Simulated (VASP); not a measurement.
Input of a VASP 6.6.1 run:

Contents of POSCAR:

```
Sc
1.0
    5.1600462596      0.0000000000      0.0000000000
   -2.5800231298      4.4687311455      0.0000000000
    0.0000000000      0.0000000000      3.2171507014
Sc
3
Direct
    1.0000000000      1.0000000000      0.0000000000
    0.3333333333      0.6666666667      0.5000000000
    0.6666666667      0.3333333333      0.5000000000
```

File INCAR.step1:

```
  PREC = Accurate
  ENCUT = 550
  ISMEAR = -1
  SIGMA = 0.1
  LREAL = False
  LASPH = True
  NELM = 120
  NBANDS = 24
  GGA = PE
  ALGO = Normal
  EDIFF = 1E-5
  LWAVE = True
  LCHARG = False
  GGA_COMPAT = False
```

The input INCAR.step2:

```
  PREC = Accurate
  ENCUT = 550
  EDIFF = 1E-6
  ISMEAR = -1
  SIGMA = 0.1
  LREAL = False
  LASPH = True
  NELM = 120
  ALGO = Normal
  ISIF = 2
  LWAVE = False
  LCHARG = False
  METAGGA = R2SCAN
  LMIXTAU = True
  NBANDS = 24
  ISTART = 1
  GGA_COMPAT = False
```

The input KPOINTS:

```
Automatic mesh
0
Gamma
  8 8 11
```

Potentials or basis: VASP PAW PBE potentials, release 64 (Sc_sv).

The run is started by

```bash
$ cat potpaw_PBE.64/Sc_sv/POTCAR > POTCAR
$ cp INCAR.step1 INCAR
$ mpirun -np 1 vasp_std > vasp.out
$ cp INCAR.step2 INCAR
$ mpirun -np 1 vasp_std > vasp.out
```

Predict the pressure.

0.2 GPa.

Predict the band gap on the k mesh.

zero (an odd number of electrons rules out a gap without spin polarisation).

Caveat: the PAW data sets were made with another functional, which shifts forces and pressure a little.
